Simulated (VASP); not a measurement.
Crystal: CuI.

```
CELL_PARAMETERS angstrom
0.00000 3.03150 3.03150
3.03150 0.00000 3.03150
3.03150 3.03150 0.00000
ATOMIC_POSITIONS crystal
Cu 0.75000 0.75000 0.75000
I 0.00000 0.00000 0.00000
```

- Program: VASP 6.6.1
- Task: relaxation of cell and atoms
- Functional: LDA
- Potentials or basis: VASP PAW LDA potentials, release 64 (Cu, I)
- Cutoff: 600 eV
- k mesh: 14 × 14 × 14
- Occupations: fermi-dirac, width 0.1 eV
- Spin: no spin polarisation

At the start: pressure -4.3 GPa; volume 27.86 Å³/atom.

Question: How do energy, volume and symmetry change on relaxing?

Answer: Over 17 steps the energy falls by 39.4 meV/atom and the volume is 25.23 Å³/atom (-9.5 %); space group F-43m (No. 216, to 0.1 Å) before and after.

Step by step:
```csv
step,energy change (eV),largest force (eV/Å),pressure (GPa),volume (Å³)
1,0.0000,0.0000,-4.26,55.72
2,-0.0778,0.0000,0.50,49.95
3,-0.0787,0.0000,0.10,50.39
4,-0.0787,0.0000,-0.05,50.50
5,-0.0787,0.0000,-0.05,50.49
6,-0.0787,0.0000,-0.05,50.49
7,-0.0787,0.0000,-0.04,50.49
8,-0.0787,0.0000,-0.04,50.49
9,-0.0787,0.0000,-0.04,50.49
10,-0.0787,0.0000,-0.04,50.49
11,-0.0787,0.0000,-0.04,50.49
12,-0.0787,0.0000,-0.05,50.49
13,-0.0787,0.0000,-0.04,50.49
14,-0.0787,0.0000,-0.04,50.49
15,-0.0787,0.0000,-0.04,50.48
16,-0.0787,0.0000,-0.02,50.47
17,-0.0787,0.0000,0.00,50.45
```

Final structure:
```
Cu I
1.0
     0.00000    2.93281    2.93281
     2.93281    0.00000    2.93281
     2.93281    2.93281    0.00000
Cu I
1 1
Direct
  0.75000 0.75000 0.75000
  0.00000 0.00000 0.00000
```
